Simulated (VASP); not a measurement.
# MnHg (Pm-3m) in VASP: single point with PBE

Aim: the single point of MnHg with PBE.

All numbers are computed with VASP 6.6.1; they aren't measurements. Logs are shortened: lines on timing, memory, paths and dates and some standing lists are left out, and cuts for length are marked.

## (1) The cell of the first run

The structure is cubic, space group Pm-3m (No. 221). The conventional cell has a = 3.315 Å, b = 3.315 Å, c = 3.315 Å, α = 90.00°, β = 90.00°, γ = 90.00°. Within 3.8 Å of Mn (site symmetry m-3m) lie 8 Hg at 2.87 Å and 6 Mn at 3.31 to 3.32 Å. Hg (site symmetry m-3m) has 8 Mn at 2.87 Å and 6 Hg at 3.31 Å within 3.8 Å.

## (2) Single point, PBE, collinear spin, ferromagnetic start

Contents of INCAR:

```
SYSTEM = MnHg
ALGO = Normal
EDIFF = 1E-6
ENCUT = 680
GGA = PE
GGA_COMPAT = .FALSE.
ISIF = 2
ISMEAR = 0
ISPIN = 2
LASPH = .TRUE.
LCHARG = .TRUE.
LELF = .TRUE.
LMAXMIX = 4
LORBIT = 11
LREAL = .FALSE.
LVHAR = .TRUE.
LWAVE = .FALSE.
MAGMOM = 4.13 0
NBANDS = 28
NELM = 200
PREC = Accurate
SIGMA = 0.1
```

Contents of KPOINTS:

```
k-points
0
G
  2 2 2
  0 0 0
```

Contents of POSCAR:

```
MnHg
1.0
    3.3150000000      0.0000000000      0.0000000000
    0.0000000000      3.3150000000      0.0000000000
    0.0000000000      0.0000000000      3.3150000000
Mn Hg
1 1
Direct
    0.5000000000      0.5000000000      0.5000000000
    0.0000000000      0.0000000000      0.0000000000
```

Potentials or basis: VASP PAW PBE potentials, release 64 (Mn_sv, Hg_sv_GW).

Started as:

```bash
> cat potpaw_PBE.64/Mn_sv/POTCAR potpaw_PBE.64/Hg_sv_GW/POTCAR > POTCAR
> mpirun -np 1 vasp_std > vasp.out
```

OUTCAR:

```text
SYSTEM = MnHg
   EDIFF = 1E-6
   ENCUT = 680
   GGA = PE
   ISIF = 2
   ISMEAR = 0
   ISPIN = 2
   LASPH = .TRUE.
   LORBIT = 11
   LREAL = .FALSE.
   NELM = 200
   PREC = Accurate

 ion  position               nearest neighbor table
   1  0.500  0.500  0.500-   2 2.87   2 2.87   2 2.87   2 2.87   2 2.87   2 2.87   2 2.87   2 2.87

   2  0.000  0.000  0.000-   1 2.87   1 2.87   1 2.87   1 2.87   1 2.87   1 2.87   1 2.87   1 2.87

  LATTYP: Found a simple cubic cell.
 ALAT       =     3.3150000000

  Lattice vectors:

 A1 = (   3.3150000000,   0.0000000000,   0.0000000000)
 A2 = (   0.0000000000,   3.3150000000,   0.0000000000)
 A3 = (   0.0000000000,   0.0000000000,   3.3150000000)

Analysis of symmetry for initial positions (statically):
=====================================================================
 Subroutine PRICEL returns:
 Original cell was already a primitive cell.

 Routine SETGRP: Setting up the symmetry group for a
 simple cubic supercell.

 Subroutine GETGRP returns: Found 48 space group operations
 (whereof 48 operations were pure point group operations)
 out of a pool of 48 trial point group operations.

The static configuration has the point symmetry O_h .

Analysis of symmetry for dynamics (positions and initial velocities):
=====================================================================
 Subroutine PRICEL returns:
 Original cell was already a primitive cell.

 Routine SETGRP: Setting up the symmetry group for a
 simple cubic supercell.

 Subroutine GETGRP returns: Found 48 space group operations
 (whereof 48 operations were pure point group operations)
 out of a pool of 48 trial point group operations.

The dynamic configuration has the point symmetry O_h .

Analysis of structural, dynamic, and magnetic symmetry:
=====================================================================
 Subroutine PRICEL returns:
 Original cell was already a primitive cell.

 Routine SETGRP: Setting up the symmetry group for a
 simple cubic supercell.

 Subroutine GETGRP returns: Found 48 space group operations
 (whereof 48 operations were pure point group operations)
 out of a pool of 48 trial point group operations.

The overall configuration has the point symmetry O_h .

 Subroutine INISYM returns: Found 48 space group operations
 (whereof 48 operations are pure point group operations),
 and found     1 'primitive' translations

[... 96 lines left out ...]
  Thomas-Fermi vector in A             =   2.710156
   LORBIT       =     11    0 simple, 1 ext, 2 COOP (PROOUT), +10 PAW based schemes
   GGA     = PE    functional components
   LHFCALC =     F    Hartree Fock is set to
   AEXX    =    0.0000 exact exchange contribution
   IVDW    =     0    specifies the selected vdW correction
   LEPSILON=     F    determine dielectric tensor
   LRPA    =     F    only Hartree local field effects (RPA)
 spin polarized calculation
 Gauss-broadening in eV      SIGMA  =   0.10
  energy-cutoff  :      680.00
  volume of cell :       36.43
 maximum number of plane-waves:      1492
   NGX = 15   NGY = 15   NGZ = 15

 number of electron      35.0000025 magnetization       4.2499907

 Free energy of the ion-electron system (eV)
  ---------------------------------------------------
  ext. energy  EPLUGINS =         0.00000000
  ---------------------------------------------------
  free energy    TOTEN  =        -8.71881219 eV

  energy without entropy =       -8.71881219  energy(sigma->0) =       -8.71881219

 E-fermi :   7.7216     XC(G=0): -12.0611

 val. band max:        7.2476211461   @ k =   0.5000   0.5000   0.0000
 cond. band min:       8.2071412517   @ k =   0.5000   0.0000   0.0000
 fundamental gap:      0.9595201055
 Fermi energy:         7.7215712587

 spin component 1

 k-point     1 :       0.0000    0.0000    0.0000
  band No.  band energies     occupation
      1    -106.9249      1.00000
      2     -73.9380      1.00000
      3     -55.2289      1.00000
      4     -55.2289      1.00000
      5     -55.2289      1.00000
      6     -42.6406      1.00000
[... 113 lines left out ...]
     27      33.6851      0.00000
     28      33.7079      0.00000
 Fermi energy:         7.7215712587

 spin component 2

 k-point     1 :       0.0000    0.0000    0.0000
  band No.  band energies     occupation
      1    -106.8961      1.00000
      2     -69.4116      1.00000
      3     -55.1983      1.00000
      4     -55.1983      1.00000
      5     -55.1983      1.00000
      6     -38.1952      1.00000
[... 113 lines left out ...]
     27      33.6616      0.00000
     28      33.6841      0.00000

------------------------ aborting loop because EDIFF is reached ----------------------------------------

  FORCE on cell =-STRESS in cart. coord.  units (eV):
  Direction    XX          YY          ZZ          XY          YZ          ZX
  --------------------------------------------------------------------------------------
  -------------------------------------------------------------------------------------
  Total       -0.5857339     -0.5857339     -0.5857339      0.0000000      0.0000000      0.0000000
  in kB      -25.7608591    -25.7608591    -25.7608591      0.0000000      0.0000000      0.0000000
  external PRESSURE =     -25.7608591 kB  Pullay stress =       0.0000000 kB

 VOLUME and BASIS-vectors are now :
 -----------------------------------------------------------------------------
  energy-cutoff  :      680.00
  volume of cell :       36.43
      direct lattice vectors                 reciprocal lattice vectors
     3.315000000  0.000000000  0.000000000     0.301659125  0.000000000  0.000000000
     0.000000000  3.315000000  0.000000000     0.000000000  0.301659125  0.000000000
     0.000000000  0.000000000  3.315000000     0.000000000  0.000000000  0.301659125

 POSITION                                       TOTAL-FORCE (eV/Angst)
 -----------------------------------------------------------------------------------
      1.65750      1.65750      1.65750         0.000000      0.000000      0.000000
      0.00000      0.00000      0.00000         0.000000      0.000000      0.000000
 -----------------------------------------------------------------------------------
    total drift:                                0.000000      0.000000      0.000000

  FREE ENERGIE OF THE ION-ELECTRON SYSTEM (eV)
  ---------------------------------------------------
  free  energy   TOTEN  =        -8.7188121921 eV

  energy  without entropy=       -8.7188121921  energy(sigma->0) =       -8.71881219

 total charge

# of ion       s       p       d       f       tot
--------------------------------------------------
    1        2.135   6.044   4.516   0.000  12.694
    2        2.490   6.681   8.782   0.007  17.960
--------------------------------------------------
tot          4.625  12.724  13.298   0.007  30.655

 magnetization (x)

# of ion       s       p       d       f       tot
--------------------------------------------------
    1        0.024   0.017   3.911   0.000   3.953
    2       -0.070  -0.054   0.055   0.004  -0.064
--------------------------------------------------
tot         -0.046  -0.036   3.967   0.004   3.889
```

It took 16 s on 1 thread of AMD EPYC 7R13 (Zen 3), shared host; peak memory 0.16 GiB.

What came out:

- Free energy: -8.7188 eV
- Pressure: -2.6 GPa
- Net moment: 4.25 μB per cell
- Site moments: Mn +3.95; Hg -0.06 μB
- Valence electrons inside the program's atomic spheres: Mn 12.69; Hg 17.96

Levels at points of the mesh, in eV from the Fermi level:
Spin up:
| k point | band 15 | band 16 | band 17 | band 18 | band 19 | band 20 | band 21 | band 22 | band 23 | band 24 |
| --- | --- | --- | --- | --- | --- | --- | --- | --- | --- | --- |
| (0.00, 0.00, 0.00) | -2.88 | -2.88 | -2.07 | -2.07 | -2.07 | 5.69 | 5.69 | 5.69 | 9.36 | 11.82 |
| (0.50, 0.00, 0.00) | -4.00 | -3.28 | -2.73 | -2.73 | -2.31 | -1.53 | 10.82 | 10.82 | 11.37 | 11.75 |
| (0.50, 0.50, 0.00) | -2.68 | -2.14 | -2.04 | -2.04 | -0.79 | -0.79 | 1.11 | 3.51 | 12.39 | 12.42 |
| (0.50, 0.50, 0.50) | -3.50 | -3.50 | -2.12 | -2.12 | 1.51 | 4.81 | 4.81 | 4.81 | 4.97 | 5.59 |
Spin down:
```
           k point  band 13  band 14  band 15  band 16  band 17  band 18
(0.00, 0.00, 0.00)    -6.04    -6.04     0.85     0.85     1.78     1.78
(0.50, 0.00, 0.00)    -5.93    -3.97    -3.54     0.49     0.81     0.81
(0.50, 0.50, 0.00)    -5.46    -2.60    -0.47    -0.47     1.05     1.64
(0.50, 0.50, 0.50)    -5.43    -0.92    -0.92    -0.92     1.36     2.30
```

Caveat: the k points lie up to 0.95 Å⁻¹ apart, too coarse for converged energies, forces and pressures; spin-orbit coupling is left out, which moves the levels of the heavy elements.
